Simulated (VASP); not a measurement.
Write the native input for VASP 6.6.1 that does the following.

- Task: single point
- Functional: PBEsol
- Potentials or basis: VASP PAW PBE potentials, release 64 (Be)
- Cutoff: 520 eV
- k mesh: 28 × 28 × 28
- Occupations: gaussian, width 0.1 eV
- Spin: no spin polarisation
- Dipole correction: no
- Further INCAR settings: ALGO = Fast; EDIFF = 1e-06; NBANDS = 9

The structure of Be lies in POSCAR:

```
Be
1.0
    0.0000000000      1.8096014741      4.2781788837
    1.1352335968      0.0000000000      4.2781788837
    1.1352335968      1.8096014741      0.0000000000
Be
2
Direct
    0.8581209090      0.8581209090      0.1418790910
    0.1418790910      0.1418790910      0.8581209090
```

One way to write it, as run:

INCAR

```
PREC     = Accurate       # precision mode
ENCUT    = 520            # plane-wave cutoff, eV
EDIFF    = 1E-6           # SCF threshold, eV
ISMEAR   = 0              # smearing method
SIGMA    = 0.1            # smearing width, eV
LREAL    = F              # projectors in reciprocal space
LASPH    = T              # aspherical terms in the spheres
NELM     = 80             # most SCF steps
ALGO     = Fast           # electronic algorithm
ISIF     = 2              # what is computed and relaxed
LWAVE    = F              # write WAVECAR
LCHARG   = F              # write CHGCAR
GGA      = PS             # functional
NBANDS   = 9              # bands
```

KPOINTS

```
Automatic mesh
0
Gamma
  28 28 28
```

Potentials or basis: VASP PAW PBE potentials, release 64 (Be).

Command:

```sh
$ cat potpaw_PBE.64/Be/POTCAR > POTCAR
$ mpirun -np 1 vasp_std > vasp.out
```

It gave:

The pressure is 0.3 GPa and the largest force is 0.014 eV/Å. The band gap on the k mesh is zero (bands 2 and 3 overlap by 4.41 eV).

Caveat: the PAW data sets were made with another functional, which shifts forces and pressure a little.

It took 3.8 min on 1 thread of Intel(R) Xeon(R) 6975P-C (Granite Rapids) (shared host), peak memory 0.5 GiB.
